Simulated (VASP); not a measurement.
**Si: single point with PBE**

The system is Si.

```
CELL_PARAMETERS angstrom
0.00000 2.71356 2.71356
2.71356 0.00000 2.71356
2.71356 2.71356 0.00000
ATOMIC_POSITIONS crystal
Si 0.75000 0.75000 0.75000
Si 0.50000 0.50000 0.50000
```

| Property | Result |
| --- | --- |
| Program | VASP 6.6.1 |
| Task | single point |
| Functional | PBE |
| Potentials or basis | VASP PAW PBE potentials, release 64 (Si) |
| Cutoff | 500 eV |
| k mesh | 4 × 4 × 4 |
| Occupations | gaussian, width 0.02 eV |
| Spin | no spin polarisation |

```
Pressure               : 2.8 GPa
Band gap on the k mesh : 0.69 eV, indirect (least direct gap 2.55 eV)
```

Levels at points of the mesh, in eV from the valence-band top:
| k point | band 1 | band 2 | band 3 | band 4 | band 5 | band 6 | band 7 | band 8 |
| --- | --- | --- | --- | --- | --- | --- | --- | --- |
| (0.00, 0.00, 0.00) | -11.98 | 0.00 | 0.00 | 0.00 | 2.55 | 2.55 | 2.55 | 3.40 |
| (0.50, 0.00, 0.00) | -9.64 | -6.99 | -1.20 | -1.20 | 1.54 | 3.32 | 3.32 | 7.72 |
| (0.50, 0.50, 0.00) | -7.82 | -7.82 | -2.86 | -2.86 | 0.69 | 0.69 | 10.12 | 10.12 |

Run time: 2.2 s on 1 thread of AMD EPYC 9R45 96-Core Processor (Zen 5), with other jobs on the host, peak memory 0.11 GiB.

Caveat: the k points lie up to 0.50 Å⁻¹ apart. A hybrid or GW would open this gap; PBE tends to underestimate it.
